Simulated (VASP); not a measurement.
Write the native input for VASP 6.6.1 that does the following.

```
Task                   : single point
Functional             : PBE
Potentials or basis    : VASP PAW PBE potentials, release 64 (Zn, Cd, Te)
Cutoff                 : 520 eV
k mesh                 : 4 × 4 × 2
Occupations            : gaussian, width 0.1 eV
Spin                   : no spin polarisation
Dipole correction      : no
Further INCAR settings : ALGO = Normal; EDIFF = 1e-07; NBANDS = 46
```

The structure of ZnCd3Te4 lies in POSCAR:

```
ZnCd3Te4
1.0
    4.5958892000      0.0000000000      0.0000000000
    0.0000000000      4.5958892000      0.0000000000
    0.0000000000      0.0000000000     13.0604635000
Zn Cd Te
1 3 4
Direct
    0.0000000000      0.0000000000      0.0000000000
    0.5000000000      0.5000000000      0.7589550000
    0.0000000000      0.0000000000      0.5000000000
    0.5000000000      0.5000000000      0.2410450000
    0.5000000000      0.0000000000      0.6294940000
    0.0000000000      0.5000000000      0.3705060000
    0.5000000000      0.0000000000      0.1109910000
    0.0000000000      0.5000000000      0.8890090000
```

The input as run:

INCAR

```
  ALGO = Normal
  EDIFF = 1E-7
  ENCUT = 520
  GGA = PE
  ISIF = 2
  ISMEAR = 0
  LASPH = True
  LCHARG = False
  LREAL = False
  LWAVE = False
  NBANDS = 46
  NELM = 60
  PREC = Accurate
  SIGMA = 0.1
```

KPOINTS

```
k-points
0
Gamma
  4 4 2
```

Potentials or basis: VASP PAW PBE potentials, release 64 (Zn, Cd, Te).

The run is started by

```bash
$ cat potpaw_PBE.64/Zn/POTCAR potpaw_PBE.64/Cd/POTCAR potpaw_PBE.64/Te/POTCAR > POTCAR
$ mpirun -np 1 vasp_std > vasp.out
```

Results of the run:

The pressure is 0.2 GPa, the largest force is 0.019 eV/Å and the band gap on the k mesh is 0.63 eV.

Caveat: spin-orbit coupling is left out, which moves the levels of the heavy elements.

It took 6 min on 1 thread of Intel Xeon 8259CL, on a shared host, peak memory 0.43 GiB.
